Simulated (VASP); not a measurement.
# GaMo (I4_1md) in VASP: single point with r2SCAN

Aim: the single point of GaMo with r2SCAN.

All numbers are computed with VASP 6.6.1; they aren't measurements. Logs are shortened: lines on timing, memory, paths and dates and some standing lists are left out, and cuts for length are marked.

### Step 1. The cell of the first run

The structure is tetragonal, space group I4_1md (No. 109). The conventional cell has a = 3.342 Å, b = 3.342 Å, c = 11.309 Å, α = 90.00°, β = 90.00°, γ = 90.00°. Within 3.3 Å of Ga (site symmetry 2mm) lie 6 Mo at 2.51 to 2.55 Å and 4 Ga at 3.28 Å. Within 3.3 Å of Mo (site symmetry 2mm) lie 6 Ga at 2.51 to 2.55 Å and 4 Mo at 3.28 Å.

### Step 2. Single point, r2SCAN

POSCAR reads:

```
GaMo
1.0
    0.0000000000      3.3420210000      0.0000000000
    3.3420210000      0.0000000000      0.0000000000
    1.6710110000      1.6710110000     -5.6544320000
Ga Mo
2 2
Direct
    0.4160000000      0.4160000000      0.1680000000
    0.1660000000      0.6660000000      0.6680000000
    0.0000000000      0.0000000000      0.0000000000
    0.7500000000      0.2500000000      0.5000000000
```

INCAR.step1 reads:

```
PREC = Accurate
ENCUT = 520
ISMEAR = 1
SIGMA = 0.0198
LREAL = False
LASPH = True
NELM = 100
NBANDS = 35
GGA = PE
ALGO = Normal
EDIFF = 1E-4
LWAVE = True
LCHARG = False
```

INCAR.step2 reads:

```
PREC = Accurate
ENCUT = 520
EDIFF = 1E-7
ISMEAR = 1
SIGMA = 0.0198
LREAL = False
LASPH = True
NELM = 100
ALGO = Normal
ISIF = 2
LWAVE = False
LCHARG = False
METAGGA = R2SCAN
LMIXTAU = True
NBANDS = 35
ISTART = 1
```

KPOINTS reads:

```
Automatic mesh
0
Gamma
  8 8 8
```

Potentials or basis: VASP PAW PBE potentials, release 64 (Ga_d, Mo_sv).

Launch:

```
$ cat potpaw_PBE.64/Ga_d/POTCAR potpaw_PBE.64/Mo_sv/POTCAR > POTCAR
$ cp INCAR.step1 INCAR
$ mpirun -np 1 vasp_std > vasp.out
$ cp INCAR.step2 INCAR
$ mpirun -np 1 vasp_std > vasp.out
```

OUTCAR:

```text
PREC = Accurate
   ENCUT = 520
   EDIFF = 1E-7
   ISMEAR = 1
   LREAL = False
   LASPH = True
   NELM = 100
   ISIF = 2
   METAGGA = R2SCAN
   ISTART = 1

 ion  position               nearest neighbor table
   1  0.416  0.416  0.168-   4 2.51   4 2.51   3 2.55   3 2.55   3 2.55   3 2.55
   2  0.166  0.666  0.668-   3 2.51   3 2.51   4 2.55   4 2.55   4 2.55   4 2.55
   3  0.000  0.000  0.000-   2 2.51   2 2.51   1 2.55   1 2.55   1 2.55   1 2.55   4 3.28   4 3.28
                             4 3.28   4 3.28
   4  0.750  0.250  0.500-   1 2.51   1 2.51   2 2.55   2 2.55   2 2.55   2 2.55   3 3.28   3 3.28
                             3 3.28   3 3.28

  LATTYP: Found a body centered tetragonal cell.
 ALAT       =     3.3420210000
 C/A-ratio  =     3.3838398981

  Lattice vectors:

 A1 = (  -1.6710110000,   1.6710100000,   5.6544320000)
 A2 = (   1.6710100000,  -1.6710110000,   5.6544320000)
 A3 = (   1.6710110000,   1.6710110000,  -5.6544320000)

Analysis of symmetry for initial positions (statically):
=====================================================================
 Subroutine PRICEL returns:
 Original cell was already a primitive cell.

 Routine SETGRP: Setting up the symmetry group for a
 body centered tetragonal supercell.

 Subroutine GETGRP returns: Found  8 space group operations
 (whereof  4 operations were pure point group operations)
 out of a pool of 16 trial point group operations.

The static configuration has the point symmetry C_2v.
 The point group associated with its full space group is C_4v.

Analysis of symmetry for dynamics (positions and initial velocities):
=====================================================================
 Subroutine PRICEL returns:
 Original cell was already a primitive cell.

 Routine SETGRP: Setting up the symmetry group for a
 body centered tetragonal supercell.

 Subroutine GETGRP returns: Found  8 space group operations
 (whereof  4 operations were pure point group operations)
 out of a pool of 16 trial point group operations.

The dynamic configuration has the point symmetry C_2v.
 The point group associated with its full space group is C_4v.

 Subroutine INISYM returns: Found  8 space group operations
 (whereof  4 operations are pure point group operations),
 and found     1 'primitive' translations

----------------------------------------------------------------------------------------

                                     Primitive cell

  volume of cell :      63.1549

  direct lattice vectors                    reciprocal lattice vectors
     0.000000000  3.342021000  0.000000000     0.000000000  0.299220143  0.088426238
     3.342021000  0.000000000  0.000000000     0.299220143  0.000000000  0.088426238
     1.671011000  1.671011000 -5.654432000     0.000000000  0.000000000 -0.176852423

  length of vectors
     3.342021000  3.342021000  6.128389411     0.312012649  0.312012649  0.176852423

  position of ions in fractional coordinates (direct lattice)
     0.416000000  0.416000000  0.168000000
     0.166000000  0.666000000  0.668000000
     0.000000000  0.000000000  0.000000000
     0.750000000  0.250000000  0.500000000

  ion indices of the primitive-cell ions
   primitive index   ion index
                 1           1
                 2           2
                 3           3
                 4           4

----------------------------------------------------------------------------------------

 KPOINTS: Automatic mesh

Automatic generation of k-mesh.
 Grid dimensions read from file:
 generate k-points for:    8    8    8

 Generating k-lattice:

  Cartesian coordinates                     Fractional coordinates (reciprocal lattice)
     0.000000000  0.037402518  0.011053280     0.125000000  0.000000000  0.000000000
     0.037402518  0.000000000  0.011053280     0.000000000  0.125000000  0.000000000
     0.000000000  0.000000000 -0.022106553     0.000000000  0.000000000  0.125000000

  Length of vectors
     0.039001581  0.039001581  0.022106553

  Shift w.r.t. Gamma in fractional coordinates (k-lattice)
     0.000000000  0.000000000  0.000000000

 Subroutine IBZKPT returns following result:
 ===========================================

 Found     59 irreducible k-points:

 Following reciprocal coordinates:
            Coordinates               Weight
  0.000000  0.000000  0.000000      1.000000
  0.125000  0.000000  0.000000      8.000000
  0.250000  0.000000  0.000000      8.000000
  0.375000  0.000000 -0.000000      8.000000
  0.500000  0.000000  0.000000      4.000000
  0.125000  0.125000  0.000000      8.000000
[... 16 lines left out ...]
  0.250000  0.000000  0.125000      4.000000
  0.375000  0.000000  0.125000      8.000000
 [... further k-points ...]
   k-points           NKPTS =     59   k-points in BZ     NKDIM =     59   number of bands    NBANDS=     35
   number of dos      NEDOS =    301   number of ions     NIONS =      4
   total plane-waves  NPLWV =  37632
   dimension x,y,z NGX =    28 NGY =   28 NGZ =   48
   dimension x,y,z NGXF=    56 NGYF=   56 NGZF=   96
   ions per type =               2   2
   NGX,Y,Z   is equivalent  to a cutoff of  13.93, 13.93, 13.02 a.u.
   NGXF,Y,Z  is equivalent  to a cutoff of  27.86, 27.86, 26.04 a.u.
 SYSTEM =  unknown system
   PREC   = accura    normal or accurate (medium, high low for compatibility)
   ISTART =      1    job   : 0-new  1-cont  2-samecut
   ICHARG =      0    charge: 1-file 2-atom 10-const
   ISPIN  =      1    spin polarized calculation?
   LNONCOLLINEAR =      F non collinear calculations
   LSORBIT =      F    spin-orbit coupling
   LASPH  =      T    aspherical Exc in radial PAW
   ENCUT  =  520.0 eV  38.22 Ry    6.18 a.u.   6.21  6.21 11.39*2*pi/ulx,y,z
   NELM   =    100;   NELMIN=  2; NELMDL=  0     # of ELM steps
   EDIFF  = 0.1E-06   stopping-criterion for ELM
   LREAL  =      F    real-space projection
   EDIFFG = 0.1E-05   stopping-criterion for IOM
   NSW    =      0    number of steps for IOM
   IBRION =     -1    ionic relax: 0-MD 1-quasi-New 2-CG
   NFREE  =      0    steps in history (QN), initial steepest desc. (CG)
   ISIF   =      2    stress and relaxation
   ISYM   =      2    0-nonsym 1-usesym 2-fastsym
   POTIM  = 0.5000    time-step for ionic-motion
   TEBEG  =    0.0;   TEEND  =   0.0 temperature during run
   PSTRESS=    0.0 pullay stress
   NELECT =      54.0000    total number of electrons
   NUPDOWN=      -1.0000    fix difference up-down
   EMIN   =  10.00;   EMAX   =-10.00  energy-range for DOS
   EFERMI =   0.00;   METHOD = LEGACY
   ISMEAR =     1;   SIGMA  =   0.02  broadening in eV -4-tet -1-fermi 0-gaus
   EFERMI_NEDOS =   21; number of points for ismear=-14 and -15
   IALGO  =     38    algorithm
   IMIX   =      4    mixing-type and parameters
     AMIX     =   0.40;   BMIX     =  1.00
     AMIX_MAG =   1.60;   BMIX_MAG =  1.00
  volume/ion in A,a.u.               =      15.79       106.55
  Fermi-wavevector in a.u.,A,eV,Ry     =   1.553830  2.936314 32.849759  2.414389
  Thomas-Fermi vector in A             =   2.658005
   LORBIT       =      0    0 simple, 1 ext, 2 COOP (PROOUT), +10 PAW based schemes
   METAGGA = R2SCAN    functional components
   LHFCALC =     F    Hartree Fock is set to
   AEXX    =    0.0000 exact exchange contribution
   IVDW    =     0    specifies the selected vdW correction
   LEPSILON=     F    determine dielectric tensor
   LRPA    =     F    only Hartree local field effects (RPA)
 non-spin polarized calculation
 Methfessel and Paxton  Order N= 1 SIGMA  =   0.02
  energy-cutoff  :      520.00
  volume of cell :       63.15
 maximum number of plane-waves:      1720
 NGX is ok and might be reduce to    28
   NGX = 13   NGY = 13   NGZ = 23

 number of electron      53.9999995 magnetization

 Free energy of the ion-electron system (eV)
  ---------------------------------------------------
  ext. energy  EPLUGINS =         0.00000000
  ---------------------------------------------------
  free energy    TOTEN  =       -73.15878514 eV

  energy without entropy =      -73.15882615  energy(sigma->0) =      -73.15879881

 E-fermi :   8.6299     XC(G=0): -13.7675

 val. band max:        8.6297847697   @ k =  -0.1250   0.3750   0.1250
 cond. band min:       8.6508069300   @ k =  -0.1250   0.1250   0.0000
 fundamental gap:      0.0210221603
 Fermi energy:         8.6298782255

 k-point     1 :       0.0000    0.0000    0.0000
  band No.  band energies     occupation
      1     -53.5868      2.00000
      2     -53.5588      2.00000
      3     -27.1531      2.00000
      4     -26.9094      2.00000
      5     -26.9094      2.00000
      6     -26.8756      2.00000
[... 27 lines left out ...]
     34      16.0608      0.00000
     35      16.0608      0.00000

 k-point     2 :       0.1250    0.0000    0.0000
  band No.  band energies     occupation
      1     -53.5843      2.00000
      2     -53.5579      2.00000
      3     -27.1432      2.00000
      4     -26.9389      2.00000
      5     -26.9084      2.00000
      6     -26.9023      2.00000
[... 27 lines left out ...]
     34      15.7613      0.00000
     35      16.8336      0.00000

 k-point     3 :       0.2500    0.0000    0.0000
  band No.  band energies     occupation
      1     -53.5781      2.00000
      2     -53.5561      2.00000
      3     -27.1201      2.00000
      4     -27.0036      2.00000
      5     -26.9581      2.00000
      6     -26.9058      2.00000
[... 27 lines left out ...]
     34      16.5767      0.00000
     35      17.7354      0.00000

 k-point     4 :       0.3750    0.0000   -0.0000
  band No.  band energies     occupation
      1     -53.5713      2.00000
      2     -53.5548      2.00000
      3     -27.1079      2.00000
      4     -27.0618      2.00000
      5     -27.0003      2.00000
      6     -26.9029      2.00000
[... 27 lines left out ...]
     34      16.6681      0.00000
     35      17.6546      0.00000

 k-point     5 :       0.5000    0.0000    0.0000
  band No.  band energies     occupation
      1     -53.5682      2.00000
      2     -53.5546      2.00000
      3     -27.1162      2.00000
      4     -27.0804      2.00000
      5     -27.0060      2.00000
      6     -26.9138      2.00000
[... 638 lines left out ...]
 k-point    22 :       0.0000    0.0000    0.1250
  band No.  band energies     occupation
      1     -53.5857      2.00000
      2     -53.5598      2.00000
      3     -27.1427      2.00000
      4     -26.9117      2.00000
      5     -26.9117      2.00000
      6     -26.8839      2.00000
[... 27 lines left out ...]
     34      16.7622      0.00000
     35      16.7622      0.00000

 k-point    23 :       0.2500    0.0000    0.1250
  band No.  band energies     occupation
      1     -53.5789      2.00000
      2     -53.5552      2.00000
      3     -27.1282      2.00000
      4     -26.9987      2.00000
      5     -26.9629      2.00000
      6     -26.9042      2.00000
[... 27 lines left out ...]
     34      16.8993      0.00000
     35      17.9228      0.00000

 k-point    24 :       0.3750    0.0000    0.1250
  band No.  band energies     occupation
      1     -53.5724      2.00000
      2     -53.5537      2.00000
      3     -27.1172      2.00000
      4     -27.0517      2.00000
      5     -27.0122      2.00000
      6     -26.9015      2.00000
[... 27 lines left out ...]
     34      17.0713      0.00000
     35      17.6400      0.00000

 [... further k-points ...]
[... 5 lines left out ...]
  --------------------------------------------------------------------------------------
  -------------------------------------------------------------------------------------
  Total        3.1667766      3.1667766      3.0420853      0.0000000     -0.0000003     -0.0000003
  in kB       80.3379366     80.3379366     77.1746438      0.0000000     -0.0000068     -0.0000068
  external PRESSURE =      79.2835057 kB  Pullay stress =       0.0000000 kB

 VOLUME and BASIS-vectors are now :
 -----------------------------------------------------------------------------
  energy-cutoff  :      520.00
  volume of cell :       63.15
      direct lattice vectors                 reciprocal lattice vectors
     0.000000000  3.342021000  0.000000000     0.000000000  0.299220143  0.088426238
     3.342021000  0.000000000  0.000000000     0.299220143  0.000000000  0.088426238
     1.671011000  1.671011000 -5.654432000     0.000000000  0.000000000 -0.176852423

 POSITION                                       TOTAL-FORCE (eV/Angst)
 -----------------------------------------------------------------------------------
      1.67101      1.67101     -0.94994        -0.000000     -0.000000      0.166719
      3.34202      1.67101     -3.77716        -0.000000     -0.000000      0.166719
      0.00000      0.00000      0.00000         0.000000      0.000000     -0.166719
      1.67101      3.34202     -2.82722         0.000000      0.000000     -0.166719
 -----------------------------------------------------------------------------------
    total drift:                                0.000492      0.000492     -0.003332

  FREE ENERGIE OF THE ION-ELECTRON SYSTEM (eV)
  ---------------------------------------------------
  free  energy   TOTEN  =       -73.1587851420 eV

  energy  without entropy=      -73.1588261467  energy(sigma->0) =      -73.15879881
```

Run time: 7.2 min. Hardware: 1 thread of AMD EPYC 7R43 (Zen 3), shared host; peak memory 0.23 GiB.

What came out:

```
Free energy            : -73.1588 eV
Pressure               : 7.9 GPa
Largest force          : 0.167 eV/Å
Band gap on the k mesh : zero (band 27 reaches 9.97 eV, above the bottom of band 28 at 8.21 eV)
```

Forces in eV/Å, atoms in the order of the input:
```
Ga   0.000  0.000  0.167
Ga   0.000  0.000  0.167
Mo   0.000  0.000 -0.167
Mo   0.000  0.000 -0.167
```

Levels at points of the mesh, in eV from the Fermi level:
| k point | band 23 | band 24 | band 25 | band 26 | band 27 | band 28 | band 29 | band 30 | band 31 | band 32 |
| --- | --- | --- | --- | --- | --- | --- | --- | --- | --- | --- |
| (0.00, 0.00, 0.00) | -1.60 | -1.15 | -0.41 | -0.41 | 0.11 | 0.11 | 1.18 | 1.51 | 3.56 | 6.90 |
| (0.50, 0.00, 0.00) | -1.54 | -1.33 | -0.62 | -0.61 | -0.18 | 0.53 | 1.57 | 1.99 | 2.70 | 3.85 |
| (0.50, 0.50, 0.00) | -2.36 | -2.36 | -0.58 | -0.58 | 0.51 | 0.51 | 2.56 | 2.56 | 3.25 | 3.25 |
| (0.00, 0.00, 0.50) | -1.64 | -1.64 | -1.21 | -1.21 | 1.34 | 1.34 | 1.92 | 1.92 | 4.12 | 4.12 |

Caveat: the PAW data sets were made with another functional, which shifts forces and pressure a little.
